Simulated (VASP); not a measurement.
# InSe (C2/m) in VASP: further runs

InSe is run at these levels: PBE; tasks: single point.

Program: VASP 6.6.1. These are calculated values, not measurements. Logs are shortened: lines on timing, memory, paths and dates and some standing lists are left out, and cuts for length are marked.

### Step 1. The cell of the first run

The structure is monoclinic, space group C2/m (No. 12). The conventional cell has a = 11.061 Å, b = 3.866 Å, c = 4.419 Å, α = 90.00°, β = 110.33°, γ = 90.00°. Within 4.3 Å of In (site symmetry m) lie 8 Se at 2.60 to 4.22 Å and 6 In at 2.63 to 4.01 Å. Se (site symmetry m) has 5 In at 2.60 to 3.36 Å and 3 Se at 3.19 to 3.29 Å within 3.4 Å.

### Step 2. Single point, PBE (strain -5.9%)

Contents of INCAR:

```
ALGO = Normal ; EDIFF = 1E-6
ENCUT = 520 ; GGA = PE
ISIF = 2 ; ISMEAR = -1
LASPH = T ; LCHARG = T
LELF = T ; LREAL = F
LVHAR = T ; LWAVE = F
NBANDS = 27 ; NELM = 80
PREC = Accurate ; SIGMA = 0.02
```

Contents of KPOINTS:

```
k-points
0
Gamma
  6 6 6
```

Contents of POSCAR:

```
InSe
1.0
    5.5299095251     -1.9328428742      0.0640903098
    5.5299095251      1.9328428742      0.0640903098
   -1.5833339459      0.0000000000      4.1253672778
In Se
2 2
Direct
    0.1135766978      0.1135766978      0.9655213158
    0.8864233022      0.8864233022      0.0344786842
    0.3466408542      0.3466408542      0.3852856729
    0.6533591458      0.6533591458      0.6147143271
```

Potentials or basis: VASP PAW PBE potentials, release 64 (In_d, Se).

On the command line:

```sh
$ cat potpaw_PBE.64/In_d/POTCAR potpaw_PBE.64/Se/POTCAR > POTCAR
$ mpirun -np 1 vasp_std > vasp.out
```

OUTCAR:

```text
EDIFF = 1E-6
   ENCUT = 520
   GGA = PE
   ISIF = 2
   ISMEAR = -1
   LASPH = T
   LREAL = F
   NELM = 80
   PREC = Accurate

 ion  position               nearest neighbor table
   1  0.114  0.114  0.966-   3 2.60   4 2.61   4 2.61   2 2.63   4 3.36   4 3.36   2 3.51   2 3.51
                             2 4.01
   2  0.886  0.886  0.034-   4 2.60   3 2.61   3 2.61   1 2.63   3 3.36   3 3.36   1 3.51   1 3.51
                             1 4.01
   3  0.347  0.347  0.385-   1 2.60   2 2.61   2 2.61   2 3.36   2 3.36
   4  0.653  0.653  0.615-   2 2.60   1 2.61   1 2.61   1 3.36   1 3.36

  LATTYP: Found a base centered monoclinic cell.
 ALAT       =    11.0605618164
 B/A-ratio  =     0.3495017534
 C/A-ratio  =     0.3995075803
 COS(beta)  =    -0.3474758684

  Lattice vectors:

 A1 = (   5.5299095251,  -1.9328428742,   0.0640903098)
 A2 = (   5.5299095251,   1.9328428742,   0.0640903098)
 A3 = (  -1.5833339459,   0.0000000000,   4.1253672778)

Analysis of symmetry for initial positions (statically):
=====================================================================
 Subroutine PRICEL returns:
 Original cell was already a primitive cell.

 Routine SETGRP: Setting up the symmetry group for a
 base centered monoclinic supercell.

 Subroutine GETGRP returns: Found  4 space group operations
 (whereof  4 operations were pure point group operations)
 out of a pool of  4 trial point group operations.

The static configuration has the point symmetry C_2h.

Analysis of symmetry for dynamics (positions and initial velocities):
=====================================================================
 Subroutine PRICEL returns:
 Original cell was already a primitive cell.

 Routine SETGRP: Setting up the symmetry group for a
 base centered monoclinic supercell.

 Subroutine GETGRP returns: Found  4 space group operations
 (whereof  4 operations were pure point group operations)
 out of a pool of  4 trial point group operations.

The dynamic configuration has the point symmetry C_2h.

 Subroutine INISYM returns: Found  4 space group operations
 (whereof  4 operations are pure point group operations),
 and found     1 'primitive' translations

----------------------------------------------------------------------------------------

                                     Primitive cell

  volume of cell :      88.5798

  direct lattice vectors                    reciprocal lattice vectors
     5.529909525 -1.932842874  0.064090310     0.090016979 -0.258686315  0.034548909
     5.529909525  1.932842874  0.064090310     0.090016979  0.258686315  0.034548909
    -1.583333946  0.000000000  4.125367278    -0.002796947  0.000000000  0.241329179

  length of vectors
     5.858317890  5.858317890  4.418778288     0.276071174  0.276071174  0.241345387

  position of ions in fractional coordinates (direct lattice)
     0.113576698  0.113576698  0.965521316
     0.886423302  0.886423302  0.034478684
     0.346640854  0.346640854  0.385285673
     0.653359146  0.653359146  0.614714327

  ion indices of the primitive-cell ions
   primitive index   ion index
                 1           1
                 2           2
                 3           3
                 4           4

----------------------------------------------------------------------------------------

 KPOINTS: k-points

Automatic generation of k-mesh.
 Grid dimensions read from file:
 generate k-points for:    6    6    6

 Generating k-lattice:

  Cartesian coordinates                     Fractional coordinates (reciprocal lattice)
     0.015002830 -0.043114386  0.005758151     0.166666667  0.000000000  0.000000000
     0.015002830  0.043114386  0.005758151     0.000000000  0.166666667  0.000000000
    -0.000466158  0.000000000  0.040221530     0.000000000  0.000000000  0.166666667

  Length of vectors
     0.046011862  0.046011862  0.040224231

  Shift w.r.t. Gamma in fractional coordinates (k-lattice)
     0.000000000  0.000000000  0.000000000

 Subroutine IBZKPT returns following result:
 ===========================================

 Found     68 irreducible k-points:

 Following reciprocal coordinates:
            Coordinates               Weight
  0.000000  0.000000  0.000000      1.000000
  0.166667  0.000000 -0.000000      4.000000
  0.333333  0.000000  0.000000      4.000000
  0.500000 -0.000000 -0.000000      2.000000
  0.166667  0.166667 -0.000000      2.000000
  0.333333  0.166667 -0.000000      4.000000
[... 16 lines left out ...]
 -0.333333  0.166667  0.166667      4.000000
 -0.166667  0.166667  0.166667      4.000000
 [... further k-points ...]
   k-points           NKPTS =     68   k-points in BZ     NKDIM =     68   number of bands    NBANDS=     27
   number of dos      NEDOS =    301   number of ions     NIONS =      4
   total plane-waves  NPLWV =  82944
   dimension x,y,z NGX =    48 NGY =   48 NGZ =   36
   dimension x,y,z NGXF=    96 NGYF=   96 NGZF=   72
   ions per type =               2   2
   NGX,Y,Z   is equivalent  to a cutoff of  13.62, 13.62, 13.54 a.u.
   NGXF,Y,Z  is equivalent  to a cutoff of  27.24, 27.24, 27.09 a.u.
 SYSTEM =  unknown system
   PREC   = accura    normal or accurate (medium, high low for compatibility)
   ISTART =      0    job   : 0-new  1-cont  2-samecut
   ICHARG =      2    charge: 1-file 2-atom 10-const
   ISPIN  =      1    spin polarized calculation?
   LNONCOLLINEAR =      F non collinear calculations
   LSORBIT =      F    spin-orbit coupling
   LASPH  =      T    aspherical Exc in radial PAW
   ENCUT  =  520.0 eV  38.22 Ry    6.18 a.u.  10.89 10.89  8.22*2*pi/ulx,y,z
   NELM   =     80;   NELMIN=  2; NELMDL= -5     # of ELM steps
   EDIFF  = 0.1E-05   stopping-criterion for ELM
   LREAL  =      F    real-space projection
   EDIFFG = 0.1E-04   stopping-criterion for IOM
   NSW    =      0    number of steps for IOM
   IBRION =     -1    ionic relax: 0-MD 1-quasi-New 2-CG
   NFREE  =      0    steps in history (QN), initial steepest desc. (CG)
   ISIF   =      2    stress and relaxation
   ISYM   =      2    0-nonsym 1-usesym 2-fastsym
   POTIM  = 0.5000    time-step for ionic-motion
   TEBEG  =    0.0;   TEEND  =   0.0 temperature during run
   PSTRESS=    0.0 pullay stress
   NELECT =      38.0000    total number of electrons
   NUPDOWN=      -1.0000    fix difference up-down
   EMIN   =  10.00;   EMAX   =-10.00  energy-range for DOS
   EFERMI =   0.00;   METHOD = LEGACY
   ISMEAR =    -1;   SIGMA  =   0.02  broadening in eV -4-tet -1-fermi 0-gaus
   EFERMI_NEDOS =   21; number of points for ismear=-14 and -15
   IALGO  =     38    algorithm
   IMIX   =      4    mixing-type and parameters
     AMIX     =   0.40;   BMIX     =  1.00
     AMIX_MAG =   1.60;   BMIX_MAG =  1.00
  volume/ion in A,a.u.               =      22.14       149.44
  Fermi-wavevector in a.u.,A,eV,Ry     =   1.234690  2.333225 20.741515  1.524458
  Thomas-Fermi vector in A             =   2.369369
   LORBIT       =      0    0 simple, 1 ext, 2 COOP (PROOUT), +10 PAW based schemes
   GGA     = PE    functional components
   LHFCALC =     F    Hartree Fock is set to
   AEXX    =    0.0000 exact exchange contribution
   IVDW    =     0    specifies the selected vdW correction
   LEPSILON=     F    determine dielectric tensor
   LRPA    =     F    only Hartree local field effects (RPA)
 non-spin polarized calculation
  energy-cutoff  :      520.00
  volume of cell :       88.58
 maximum number of plane-waves:      2407
 NGX is ok and might be reduce to    48
   NGX = 21   NGY = 21   NGZ = 17

 number of electron      38.0000004 magnetization

 Free energy of the ion-electron system (eV)
  ---------------------------------------------------
  ext. energy  EPLUGINS =         0.00000000
  ---------------------------------------------------
  free energy    TOTEN  =       -13.23840502 eV

  energy without entropy =      -13.23840502  energy(sigma->0) =      -13.23840502

 E-fermi :   7.3152     XC(G=0): -10.3902

 val. band max:        6.8858634822   @ k =  -0.3333  -0.3333   0.3333
 cond. band min:       7.8679786792   @ k =   0.3333   0.3333   0.0000
 fundamental gap:      0.9821151969
 Fermi energy:         7.3152315004

 k-point     1 :       0.0000    0.0000    0.0000
  band No.  band energies     occupation
      1      -8.2377      2.00000
      2      -8.0991      2.00000
      3      -7.7494      2.00000
      4      -7.7206      2.00000
      5      -7.7103      2.00000
      6      -7.6608      2.00000
[... 19 lines left out ...]
     26      13.9741      0.00000
     27      15.9919      0.00000

 k-point     2 :       0.1667    0.0000   -0.0000
  band No.  band energies     occupation
      1      -8.2209      2.00000
      2      -8.0881      2.00000
      3      -7.9549      2.00000
      4      -7.7022      2.00000
      5      -7.6814      2.00000
      6      -7.6403      2.00000
[... 19 lines left out ...]
     26      14.2400      0.00000
     27      15.8207      0.00000

 k-point     3 :       0.3333    0.0000    0.0000
  band No.  band energies     occupation
      1      -8.2013      2.00000
      2      -8.1147      2.00000
      3      -7.9855      2.00000
      4      -7.7693      2.00000
      5      -7.6794      2.00000
      6      -7.6547      2.00000
[... 19 lines left out ...]
     26      14.9397      0.00000
     27      15.4183      0.00000

 k-point     4 :       0.5000   -0.0000   -0.0000
  band No.  band energies     occupation
      1      -8.2088      2.00000
      2      -8.1282      2.00000
      3      -7.9457      2.00000
      4      -7.8194      2.00000
      5      -7.7008      2.00000
      6      -7.6436      2.00000
[... 19 lines left out ...]
     26      14.3699      0.00000
     27      15.9855      0.00000
[... 516 lines left out ...]
      4      -7.8215      2.00000
      5      -7.7063      2.00000
      6      -7.6420      2.00000
[... 19 lines left out ...]
     26      13.3579      0.00000
     27      14.8096      0.00000

 k-point    23 :      -0.3333    0.1667    0.1667
  band No.  band energies     occupation
      1      -8.2322      2.00000
      2      -8.1323      2.00000
      3      -8.0208      2.00000
      4      -7.7882      2.00000
      5      -7.6963      2.00000
      6      -7.6278      2.00000
[... 19 lines left out ...]
     26      13.5165      0.00000
     27      16.1254      0.00000

 k-point    24 :      -0.1667    0.1667    0.1667
  band No.  band energies     occupation
      1      -8.2202      2.00000
      2      -8.1382      2.00000
      3      -8.0287      2.00000
      4      -7.7446      2.00000
      5      -7.6667      2.00000
      6      -7.6393      2.00000
[... 19 lines left out ...]
     26      15.1794      0.00000
     27      15.5447      0.00000

 [... further k-points ...]
[... 5 lines left out ...]
  --------------------------------------------------------------------------------------
  -------------------------------------------------------------------------------------
  Total       10.2602002      8.0347263      6.0641471      0.0000000      0.0000000     -0.2038150
  in kB      185.5802179    145.3272096    109.6845790      0.0000000      0.0000000     -3.6864802
  external PRESSURE =     146.8640022 kB  Pullay stress =       0.0000000 kB

 VOLUME and BASIS-vectors are now :
 -----------------------------------------------------------------------------
  energy-cutoff  :      520.00
  volume of cell :       88.58
      direct lattice vectors                 reciprocal lattice vectors
     5.529909525 -1.932842874  0.064090310     0.090016979 -0.258686315  0.034548909
     5.529909525  1.932842874  0.064090310     0.090016979  0.258686315  0.034548909
    -1.583333946  0.000000000  4.125367278    -0.002796947  0.000000000  0.241329179

 POSITION                                       TOTAL-FORCE (eV/Angst)
 -----------------------------------------------------------------------------------
     -0.27260      0.00000      3.99769        -0.065077      0.000000      0.024454
      9.74909      0.00000      0.25586         0.065077      0.000000     -0.024454
      3.22375      0.00000      1.63388         0.015150      0.000000      0.350671
      6.25274      0.00000      2.61967        -0.015150      0.000000     -0.350671
 -----------------------------------------------------------------------------------
    total drift:                               -0.000000     -0.000000      0.000000

  FREE ENERGIE OF THE ION-ELECTRON SYSTEM (eV)
  ---------------------------------------------------
  free  energy   TOTEN  =       -13.2384050205 eV

  energy  without entropy=      -13.2384050205  energy(sigma->0) =      -13.23840502
```

Wall time 93 s (1 thread of Intel Xeon 6975P-C (Granite Rapids), shared host); peak memory 0.35 GiB.

What came out:

```yaml
Free_energy: -13.2384 eV
Pressure: 14.7 GPa
Largest_force: 0.351 eV/Å
Band_gap_on_the_k_mesh: 0.98 eV (least direct gap 1.27 eV)
```

Forces on the atoms (eV/Å):
```
In  -0.065  0.000  0.024
In   0.065  0.000 -0.024
Se   0.015  0.000  0.351
Se  -0.015  0.000 -0.351
```

Stress tensor (GPa, compression positive):
```
18.56  0.00 -0.37
 0.00 14.53  0.00
-0.37  0.00 10.97
```

Caveat: the cell differs from its parent crystal (strain -5.9%); the stress differs along the axes, from 11 to 19 GPa; spin-orbit coupling is left out, which moves the levels of the heavy elements. A k mesh can miss the band edges.

### Step 3. Single point, PBE (uniaxial x strain -2.8%)

Contents of INCAR:

```
ALGO = Normal
EDIFF = 1E-7
ENCUT = 520
GGA = PE
ISIF = 2
ISMEAR = -1
LASPH = T
LCHARG = F
LREAL = F
LWAVE = F
NBANDS = 27
NELM = 60
PREC = Accurate
SIGMA = 0.02
```

KPOINTS is that of step 2.

Contents of POSCAR:

```
InSe
1.0
    5.7156900280     -2.0549041827      0.0681376885
    5.7156900280      2.0549041827      0.0681376885
   -1.6365269639      0.0000000000      4.3858890897
In Se
2 2
Direct
    0.1127749645      0.1127749645      0.9565948849
    0.8872250355      0.8872250355      0.0434051151
    0.3420146324      0.3420146324      0.3560693604
    0.6579853676      0.6579853676      0.6439306396
```

Potentials or basis: VASP PAW PBE potentials, release 64 (In_d, Se).

On the command line:

```sh
$ cat potpaw_PBE.64/In_d/POTCAR potpaw_PBE.64/Se/POTCAR > POTCAR
$ mpirun -np 1 vasp_std > vasp.out
```

It took 2.1 min on 1 thread of Intel Xeon 6975P-C (Granite Rapids), shared host; peak memory 0.37 GiB.

The run converged. Its results:

```yaml
Free_energy: -13.9388 eV
Pressure: 4.4 GPa
Largest_force: 0.268 eV/Å
Band_gap_on_the_k_mesh: 0.84 eV (least direct gap 1.15 eV)
```

Forces on the atoms (eV/Å):
```
In  -0.072  0.000  0.014
In   0.072  0.000 -0.014
Se   0.017  0.000  0.268
Se  -0.017  0.000 -0.268
```

Stress tensor (GPa, compression positive):
```
5.91 0.00 0.11
0.00 3.67 0.00
0.11 0.00 3.55
```

Levels at points of the mesh, in eV from the valence-band top:
```
           k point  band 15  band 16  band 17  band 18  band 19  band 20  band 21  band 22  band 23  band 24
(0.00, 0.00, 0.00)    -3.64    -2.56    -2.38    -1.81    -1.46     2.87     3.30     3.71     4.93     5.29
(0.50, 0.00, 0.00)    -2.55    -2.23    -1.86    -1.43    -1.37     1.68     2.59     3.43     3.61     4.41
(0.50, 0.50, 0.00)    -2.87    -2.46    -1.29    -0.85    -0.21     1.48     2.53     3.15     4.13     5.69
(0.00, 0.00, 0.50)    -2.09    -1.95    -1.67    -1.35    -0.31     0.84     2.22     3.44     3.53     5.82
(0.50, 0.00, 0.50)    -3.90    -3.27    -2.59    -2.45    -1.61     2.55     3.11     4.13     4.72     6.78
(0.50, 0.50, 0.50)    -2.50    -1.74    -1.67    -0.97    -0.58     2.13     3.02     3.44     4.18     5.23
```

Caveat: the cell differs from its parent crystal (uniaxial x strain -2.8%); the cell stands under pressure; spin-orbit coupling is left out, which moves the levels of the heavy elements. A k mesh can miss the band edges.

(Continued in part 2 of 2.)
